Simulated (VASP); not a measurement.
# Ta (P6/mmm) in VASP: relaxation of cell and atoms with LDA

Aim: the relaxation of cell and atoms of Ta with LDA.

Everything below comes from runs of VASP 6.6.1. Logs are shortened: lines on timing, memory, paths and dates and some standing lists are left out, and cuts for length are marked.

## 1. The cell of the first run

The structure is hexagonal, space group P6/mmm (No. 191). Conventional cell: a = 4.503 Å, b = 4.503 Å, c = 2.792 Å, α = 90.00°, β = 90.00°, γ = 120.00°. Ta (site symmetry 6/mmm) has 14 Ta at 2.79 to 2.95 Å within 3.7 Å. Ta (site symmetry -6m2) has 11 Ta at 2.60 to 2.95 Å within 3.4 Å.

This isn't the form of Ta at room conditions, which is bcc.

## 2. Relaxation of cell and atoms, LDA, target pressure 21 GPa, at which the enthalpy is minimised

INCAR reads:

```
PREC = Accurate
ENCUT = 600
EDIFF = 1E-6
ISMEAR = -1
SIGMA = 0.08
LREAL = False
LASPH = True
NELM = 100
ALGO = Normal
ISIF = 3
LWAVE = False
LCHARG = False
GGA = CA
IBRION = 2
NSW = 60
EDIFFG = -0.005
PSTRESS = 210.0
```

KPOINTS reads:

```
Automatic mesh
0
Gamma
  8 8 11
```

POSCAR reads:

```
Ta
1.0
    4.5026799414      0.0000000000      0.0000000000
   -2.2513399707      3.8994352144      0.0000000000
    0.0000000000      0.0000000000      2.7916615637
Ta
3
Direct
    0.0000000000      0.0000000000      0.0000000000
    0.3333333333      0.6666666667      0.5000000000
    0.6666666667      0.3333333333      0.5000000000
```

Potentials or basis: VASP PAW LDA potentials, release 64 (Ta_pv).

The run is started by

```console
> cat potpaw_LDA.64/Ta_pv/POTCAR > POTCAR
> mpirun -np 1 vasp_std > vasp.out
```

OUTCAR:

```text
PREC = Accurate
   ENCUT = 600
   EDIFF = 1E-6
   ISMEAR = -1
   LREAL = False
   LASPH = True
   NELM = 100
   ISIF = 3
   GGA = CA
   IBRION = 2
   NSW = 60
   EDIFFG = -0.005
   PSTRESS = 210.0

 ion  position               nearest neighbor table
   1  0.000  0.000  0.000-   2 2.95   3 2.95   2 2.95   3 2.95   3 2.95   3 2.95   2 2.95   2 2.95
                             3 2.95   3 2.95   2 2.95   2 2.95
   2  0.333  0.667  0.500-   3 2.60   3 2.60   3 2.60   1 2.95   1 2.95   1 2.95   1 2.95   1 2.95
                             1 2.95
   3  0.667  0.333  0.500-   2 2.60   2 2.60   2 2.60   1 2.95   1 2.95   1 2.95   1 2.95   1 2.95
                             1 2.95

  LATTYP: Found a hexagonal cell.
 ALAT       =     4.5026799414
 C/A-ratio  =     0.6200000000

  Lattice vectors:

 A1 = (   4.5026799414,   0.0000000000,   0.0000000000)
 A2 = (  -2.2513399707,   3.8994352144,   0.0000000000)
 A3 = (   0.0000000000,   0.0000000000,   2.7916615637)

Analysis of symmetry for initial positions (statically):
=====================================================================
 Subroutine PRICEL returns:
 Original cell was already a primitive cell.

 Routine SETGRP: Setting up the symmetry group for a
 hexagonal supercell.

 Subroutine GETGRP returns: Found 24 space group operations
 (whereof 24 operations were pure point group operations)
 out of a pool of 24 trial point group operations.

The static configuration has the point symmetry D_6h.

Analysis of symmetry for dynamics (positions and initial velocities):
=====================================================================
 Subroutine PRICEL returns:
 Original cell was already a primitive cell.

 Routine SETGRP: Setting up the symmetry group for a
 hexagonal supercell.

 Subroutine GETGRP returns: Found 24 space group operations
 (whereof 24 operations were pure point group operations)
 out of a pool of 24 trial point group operations.

The dynamic configuration has the point symmetry D_6h.

 Subroutine INISYM returns: Found 24 space group operations
 (whereof 24 operations are pure point group operations),
 and found     1 'primitive' translations

----------------------------------------------------------------------------------------

                                     Primitive cell

  volume of cell :      49.0157

  direct lattice vectors                    reciprocal lattice vectors
[... 95 lines left out ...]
   ISIF   =      3    stress and relaxation
   ISYM   =      2    0-nonsym 1-usesym 2-fastsym
   POTIM  = 0.5000    time-step for ionic-motion
   TEBEG  =    0.0;   TEEND  =   0.0 temperature during run
   PSTRESS=  210.0 pullay stress
   NELECT =      33.0000    total number of electrons
   NUPDOWN=      -1.0000    fix difference up-down
   EMIN   =  10.00;   EMAX   =-10.00  energy-range for DOS
   EFERMI =   0.00;   METHOD = LEGACY
   ISMEAR =    -1;   SIGMA  =   0.08  broadening in eV -4-tet -1-fermi 0-gaus
   EFERMI_NEDOS =   21; number of points for ismear=-14 and -15
   IALGO  =     38    algorithm
   IMIX   =      4    mixing-type and parameters
     AMIX     =   0.40;   BMIX     =  1.00
     AMIX_MAG =   1.60;   BMIX_MAG =  1.00
  volume/ion in A,a.u.               =      16.34       110.26
  Fermi-wavevector in a.u.,A,eV,Ry     =   1.434832  2.711439 28.010885  2.058742
  Thomas-Fermi vector in A             =   2.554197
   LORBIT       =      0    0 simple, 1 ext, 2 COOP (PROOUT), +10 PAW based schemes
   GGA     = CA    functional components
   LHFCALC =     F    Hartree Fock is set to
   AEXX    =    0.0000 exact exchange contribution
   IVDW    =     0    specifies the selected vdW correction
   LEPSILON=     F    determine dielectric tensor
   LRPA    =     F    only Hartree local field effects (RPA)
 conjugate gradient relaxation of ions
 non-spin polarized calculation
  energy-cutoff  :      600.00
  volume of cell :       49.02
 maximum number of plane-waves:      1656
 NGX is ok and might be reduce to    36
   NGX = 17   NGY = 17   NGZ = 11

--------------------------------------- Ionic step        1  -------------------------------------------

 number of electron      32.9999996 magnetization

 Free energy of the ion-electron system (eV)
  ---------------------------------------------------
  ext. energy  EPLUGINS =         0.00000000
  ---------------------------------------------------
  free energy    TOTEN  =       -37.24755082 eV

  energy without entropy =      -37.18698278  energy(sigma->0) =      -37.21726680

------------------------ aborting loop because EDIFF is reached ----------------------------------------

  FORCE on cell =-STRESS in cart. coord.  units (eV):
  Direction    XX          YY          ZZ          XY          YZ          ZX
  --------------------------------------------------------------------------------------
  -------------------------------------------------------------------------------------
  Total        8.8019036      8.8019036     -0.6562771      0.0000000      0.0000000      0.0000000
  in kB      287.7078009    287.7078009    -21.4517279      0.0000000      0.0000000      0.0000000
  external PRESSURE =     -25.3453754 kB  Pullay stress =     210.0000000 kB
[... 260 lines left out ...]
--------------------------------------- Ionic step        8  -------------------------------------------

 number of electron      33.0000005 magnetization

 Free energy of the ion-electron system (eV)
  ---------------------------------------------------
  ext. energy  EPLUGINS =         0.00000000
  ---------------------------------------------------
  free energy    TOTEN  =       -37.53038791 eV

  energy without entropy =      -37.48009268  energy(sigma->0) =      -37.50524029

 E-fermi :   6.6795     XC(G=0): -13.3494

 val. band max:        6.6626975702   @ k =   0.2500  -0.0000   0.3636
 cond. band min:       6.6840824470   @ k =   0.3750   0.2500   0.0909
 fundamental gap:      0.0213848769
 Fermi energy:         6.6794587325

 k-point     1 :       0.0000    0.0000    0.0000
  band No.  band energies     occupation
      1     -27.5441      2.00000
      2     -27.5441      2.00000
      3     -27.1605      2.00000
      4     -27.1605      2.00000
      5     -26.2283      2.00000
      6     -26.2283      2.00000
[... 541 lines left out ...]
     19       8.1186      0.00000
     20       8.7473      0.00000

 [... further k-points ...]

------------------------ aborting loop because EDIFF is reached ----------------------------------------

  FORCE on cell =-STRESS in cart. coord.  units (eV):
  Direction    XX          YY          ZZ          XY          YZ          ZX
  --------------------------------------------------------------------------------------
  -------------------------------------------------------------------------------------
  Total        6.3531298      6.3531298      6.3498317      0.0000000     -0.0000000      0.0000000
  in kB      210.1681999    210.1681999    210.0590972      0.0000000     -0.0000000      0.0000000
  external PRESSURE =       0.1318323 kB  Pullay stress =     210.0000000 kB
[... 22 lines left out ...]
  energy  without entropy=      -37.4800926796  energy(sigma->0) =      -37.50524029

  enthalpy is  TOTEN    =       -31.1823425974 eV   P V=        6.3480453092

 reached required accuracy - stopping structural energy minimisation
```

It took 2 min on 1 thread of Intel Xeon 6975P-C (Granite Rapids), shared host; peak memory 0.19 GiB.

Results:

```yaml
Free_energy: -37.5304 eV
Relaxed_volume: 16.14 Å³/atom
Relaxed_cell: a = 4.629 Å, b = 4.629 Å, c = 2.610 Å, α = 90.00°, β = 90.00°, γ = 120.00°
Space_group_after_relaxing_to_0.1_Å: P6/mmm (No. 191)
Energy_change_on_relaxing_the_run_minimises_the_enthalpy: -94.3 meV/atom
Ionic_steps: 8
Pressure_after_relaxing: 21.0 GPa
Band_gap_on_the_k_mesh: zero (an odd number of electrons rules out a gap without spin polarisation)
```

Step by step:
```tsv
step	energy change (eV)	largest force (eV/Å)	pressure (GPa)	volume (Å³)
1	0.0000	0.0000	18.47	49.02
2	0.1879	0.0000	33.45	46.82
3	-0.1954	0.0000	24.66	47.82
4	-0.4488	0.0000	12.15	50.08
5	-0.2851	0.0000	20.91	48.45
6	-0.2834	0.0000	20.97	48.44
7	-0.2823	0.0000	21.04	48.43
8	-0.2828	0.0000	21.01	48.43
```

Final structure:
```cif
data_structure
_symmetry_space_group_name_H-M 'P 1'
_symmetry_Int_Tables_number 1
_cell_length_a 4.6292
_cell_length_b 4.6292
_cell_length_c 2.6097
_cell_angle_alpha 90.000
_cell_angle_beta 90.000
_cell_angle_gamma 120.000
_cell_volume 48.43
loop_
_atom_site_label
_atom_site_type_symbol
_atom_site_fract_x
_atom_site_fract_y
_atom_site_fract_z
_atom_site_occupancy
Ta1 Ta 0.00000 0.00000 0.00000 1
Ta2 Ta 0.33333 0.66667 0.50000 1
Ta3 Ta 0.66667 0.33333 0.50000 1
```

Caveat: the cell is relaxed towards a set pressure, so the run minimises the enthalpy, not the energy; spin-orbit coupling is left out, which moves the levels of the heavy elements.
